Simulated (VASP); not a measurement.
# Rb (Im-3m) in VASP: notebook, part 2 of 2

VASP 6.6.1. Earlier steps stand in the parts before.

### 3 Single point, PBE

This run uses another cell than the first one, of 88.04 Å³/atom, 1.042 times its volume.

The input, INCAR:

```
SYSTEM = Rb
PREC = Accurate
ENCUT = 520
EDIFF = 1E-7
ISMEAR = -1
SIGMA = 0.02
LREAL = .FALSE.
LASPH = .TRUE.
NELM = 100
ALGO = Normal
ISIF = 2
LWAVE = .FALSE.
LCHARG = .FALSE.
GGA = PE
NBANDS = 10
```

The input, KPOINTS:

```
Automatic mesh
0
G
  4 4 4
  0 0 0
```

The input, POSCAR:

```
Rb
1.0
   -2.8025000000      2.8025000000      2.8025000000
    2.8025000000     -2.8025000000      2.8025000000
    2.8025000000      2.8025000000     -2.8025000000
Rb
1
Direct
    0.0000000000      0.0000000000      0.0000000000
```

Potentials or basis: VASP PAW PBE potentials, release 64 (Rb_sv).

Command:

```
> cat potpaw_PBE.64/Rb_sv/POTCAR > POTCAR
> mpirun -np 1 vasp_std > vasp.out
```

OUTCAR:

```text
SYSTEM = Rb
   PREC = Accurate
   ENCUT = 520
   EDIFF = 1E-7
   ISMEAR = -1
   LREAL = .FALSE.
   LASPH = .TRUE.
   NELM = 100
   ISIF = 2
   GGA = PE

 ion  position               nearest neighbor table
   1  0.000  0.000  0.000-

  LATTYP: Found a body centered cubic cell.
 ALAT       =     5.6050000000

  Lattice vectors:

 A1 = (  -2.8025000000,   2.8025000000,   2.8025000000)
 A2 = (   2.8025000000,  -2.8025000000,   2.8025000000)
 A3 = (   2.8025000000,   2.8025000000,  -2.8025000000)

Analysis of symmetry for initial positions (statically):
=====================================================================
 Subroutine PRICEL returns:
 Original cell was already a primitive cell.

 Routine SETGRP: Setting up the symmetry group for a
 body centered cubic supercell.

 Subroutine GETGRP returns: Found 48 space group operations
 (whereof 48 operations were pure point group operations)
 out of a pool of 48 trial point group operations.

The static configuration has the point symmetry O_h .

Analysis of symmetry for dynamics (positions and initial velocities):
[... 143 lines left out ...]
 fundamental gap:      0.2496760540
 Fermi energy:         0.0724164876

 k-point     1 :       0.0000    0.0000    0.0000
  band No.  band energies     occupation
      1     -28.7970      2.00000
      2     -12.8363      2.00000
      3     -12.8363      2.00000
      4     -12.8363      2.00000
      5      -1.9295      2.00000
      6       3.7975      0.00000
      7       3.7975      0.00000
      8       3.7975      0.00000
      9       4.7531      0.00000
     10       4.7531      0.00000
[... 79 lines left out ...]
 k-point     8 :       0.5000    0.5000    0.5000
  band No.  band energies     occupation
      1     -28.7882      2.00000
      2     -12.9129      2.00000
      3     -12.9129      2.00000
      4     -12.9129      2.00000
      5       1.3218      0.00000
      6       1.3218      0.00000
      7       3.4244      0.00000
      8       3.4244      0.00000
      9       3.4244      0.00000
     10       5.0609      0.00000

------------------------ aborting loop because EDIFF is reached ----------------------------------------

  FORCE on cell =-STRESS in cart. coord.  units (eV):
  Direction    XX          YY          ZZ          XY          YZ          ZX
  --------------------------------------------------------------------------------------
  -------------------------------------------------------------------------------------
  Total        0.1035469      0.1035469      0.1035469     -0.0000000     -0.0000000     -0.0000000
  in kB        1.8843034      1.8843034      1.8843034     -0.0000000     -0.0000000     -0.0000000
  external PRESSURE =       1.8843034 kB  Pullay stress =       0.0000000 kB

 VOLUME and BASIS-vectors are now :
 -----------------------------------------------------------------------------
  energy-cutoff  :      520.00
  volume of cell :       88.04
      direct lattice vectors                 reciprocal lattice vectors
    -2.802500000  2.802500000  2.802500000     0.000000000  0.178412132  0.178412132
     2.802500000 -2.802500000  2.802500000     0.178412132  0.000000000  0.178412132
     2.802500000  2.802500000 -2.802500000     0.178412132  0.178412132  0.000000000

 POSITION                                       TOTAL-FORCE (eV/Angst)
 -----------------------------------------------------------------------------------
      0.00000      0.00000      0.00000        -0.000000     -0.000000     -0.000000
 -----------------------------------------------------------------------------------
    total drift:                               -0.000000     -0.000000      0.000000

  FREE ENERGIE OF THE ION-ELECTRON SYSTEM (eV)
  ---------------------------------------------------
  free  energy   TOTEN  =        -0.8704133497 eV

  energy  without entropy=       -0.8600680595  energy(sigma->0) =       -0.86524070
```

stdout:

```text
POSCAR found type information on POSCAR Rb
 POSCAR found :  1 types and       1 ions
 scaLAPACK will be used
 LDA part: xc-table for (Slater+PW92), standard interpolation
 POSCAR, INCAR and KPOINTS ok, starting setup
 FFT: planning ... GRIDC
 FFT: planning ... GRID_SOFT
 FFT: planning ... GRID
 WAVECAR not read
 entering main loop
```

Wall time 11 s (1 thread of AMD EPYC 7R13 (Zen 3), shared host); peak memory 0.16 GiB.

What came out:

```
Free energy : -0.8704 eV
Pressure    : 0.2 GPa
```

Levels at points of the mesh, in eV from the Fermi level:
```tsv
k point	band 1	band 2	band 3	band 4	band 5	band 6	band 7	band 8	band 9
(0.00, 0.00, 0.00)	-28.87	-12.91	-12.91	-12.91	-2.00	3.73	3.73	3.73	4.68
(0.50, 0.00, 0.00)	-28.86	-13.02	-12.94	-12.91	0.25	0.82	2.61	4.34	5.26
(0.50, 0.50, 0.50)	-28.86	-12.99	-12.99	-12.99	1.25	1.25	3.35	3.35	3.35
```

Caveat: the k points lie up to 0.40 Å⁻¹ apart.

### 4 Single point, PBEsol

This run uses another cell than the first one, of 88.04 Å³/atom, 1.042 times its volume.

The input, INCAR:

```
SYSTEM = Rb
PREC     = Accurate       ! precision mode
ENCUT    = 520            ! plane-wave cutoff, eV
EDIFF    = 1E-6           ! SCF threshold, eV
ISMEAR   = 0              ! smearing method
SIGMA    = 0.1            ! smearing width, eV
LREAL    = .False.        ! projectors in reciprocal space
LASPH    = .True.         ! aspherical terms in the spheres
NELM     = 80             ! most SCF steps
ALGO     = Normal         ! electronic algorithm
ISIF     = 2              ! what is computed and relaxed
LWAVE    = .False.        ! write WAVECAR
LCHARG   = .False.        ! write CHGCAR
GGA      = PS             ! functional
NBANDS   = 10             ! bands
```

The input, KPOINTS:

```
regular mesh
0
Gamma
  7 7 7
  0 0 0
```

POSCAR is that of step 3.

Command:

```
> cat potpaw_PBE.64/Rb_sv/POTCAR > POTCAR
> mpirun -np 1 vasp_std > vasp.out
```

Wall time 16 s (1 thread of AMD EPYC 7R13 (Zen 3), shared host); peak memory 0.16 GiB.

Results (log left out):

* Free energy: -1.0288 eV
* Pressure: -0.1 GPa

Levels at points of the mesh, in eV from the Fermi level:
```tsv
k point	band 1	band 2	band 3	band 4	band 5	band 6	band 7	band 8	band 9	band 10
(0.00, 0.00, 0.00)	-28.83	-12.87	-12.87	-12.87	-2.01	3.72	3.72	3.72	4.69	4.69
```

Caveat: the PAW data sets were made with another functional, which shifts forces and pressure a little.

### 5 Single point, PBE

This run uses another cell than the first one, of 88.04 Å³/atom, 1.042 times its volume.

The input, INCAR:

```
SYSTEM = Rb
PREC = Accurate
ENCUT = 520
EDIFF = 1E-6
ISMEAR = 0
SIGMA = 0.02
LREAL = .False.
LASPH = .True.
NELM = 80
ALGO = Fast
ISIF = 2
LWAVE = .False.
LCHARG = .True.
GGA = PE
LELF = .True.
LVHAR = .True.
NBANDS = 10
```

The input, KPOINTS:

```
Automatic mesh
0
Gamma
  7 7 7
  0 0 0
```

POSCAR is that of step 4.

Command:

```
> cat potpaw_PBE.64/Rb_sv/POTCAR > POTCAR
> mpirun -np 1 vasp_std > vasp.out
```

Run time: 18 s. Hardware: 1 thread of AMD EPYC 7R13 (Zen 3), shared host; peak memory 0.17 GiB.

It converged, with:

```yaml
Free_energy: -0.9368 eV
Pressure: 0.1 GPa
```

Levels at points of the mesh, in eV from the Fermi level:
```tsv
k point	band 2	band 3	band 4	band 5	band 6	band 7	band 8	band 9
(0.00, 0.00, 0.00)	-12.88	-12.88	-12.88	-1.97	3.75	3.75	3.75	4.71
```

### 6 Single point, RPBE

This run uses another cell than the first one, of 88.04 Å³/atom, 1.042 times its volume.

The input, INCAR:

```
  ALGO = Normal
  EDIFF = 1E-6
  ENCUT = 520
  GGA = RP
  ISIF = 2
  ISMEAR = 0
  LASPH = T
  LCHARG = T
  LELF = T
  LREAL = F
  LVHAR = T
  LWAVE = F
  NBANDS = 10
  NELM = 80
  PREC = Accurate
  SIGMA = 0.05
```

The input, KPOINTS:

```
k-points
0
Gamma
  7 7 7
```

POSCAR is that of step 5.

Potentials or basis: VASP PAW PBE potentials, release 64 (Rb_sv).

Command:

```
> cat potpaw_PBE.64/Rb_sv/POTCAR > POTCAR
> mpirun -np 1 vasp_std > vasp.out
```

Wall time 18 s (1 thread of AMD EPYC 7R13 (Zen 3), shared host); peak memory 0.17 GiB.

Results (log left out):

| Item | Value |
| --- | --- |
| Free energy | -0.8134 eV |
| Pressure | 0.4 GPa |

Levels at points of the mesh, in eV from the Fermi level:
```csv
k point,band 1,band 2,band 3,band 4,band 5,band 6,band 7,band 8,band 9,band 10
"(0.00, 0.00, 0.00)",-28.91,-12.96,-12.96,-12.96,-1.98,3.79,3.79,3.79,4.71,4.71
```

Caveat: the PAW data sets were made with another functional, which shifts forces and pressure a little.

### 7 The runs side by side

```tsv
level	cell	k mesh	smearing	gap on the mesh (eV)	pressure (GPa)
r2SCAN	a = 4.788 Å, angles 109.5°, 1 atom	7 × 7 × 7	fermi-dirac 0.05 eV	none	0.4
PBE	a = 4.854 Å, angles 109.5°, 1 atom	4 × 4 × 4	fermi-dirac 0.02 eV	none	0.2
PBEsol	a = 4.854 Å, angles 109.5°, 1 atom	7 × 7 × 7	gaussian 0.1 eV	none	-0.1
PBE	a = 4.854 Å, angles 109.5°, 1 atom	7 × 7 × 7	gaussian 0.02 eV	none	0.1
RPBE	a = 4.854 Å, angles 109.5°, 1 atom	7 × 7 × 7	gaussian 0.05 eV	none	0.4
```

Alike in all rows: task single point; potentials or basis VASP PAW PBE potentials, release 64 (Rb_sv); no spin polarisation; cutoff (eV) 520.

Caveats: some runs use coarse meshes; the PAW data sets were made with another functional, which shifts forces and pressure a little (some runs).

Total energies depend on the potentials used, so only differences within one code and one set of settings carry meaning.
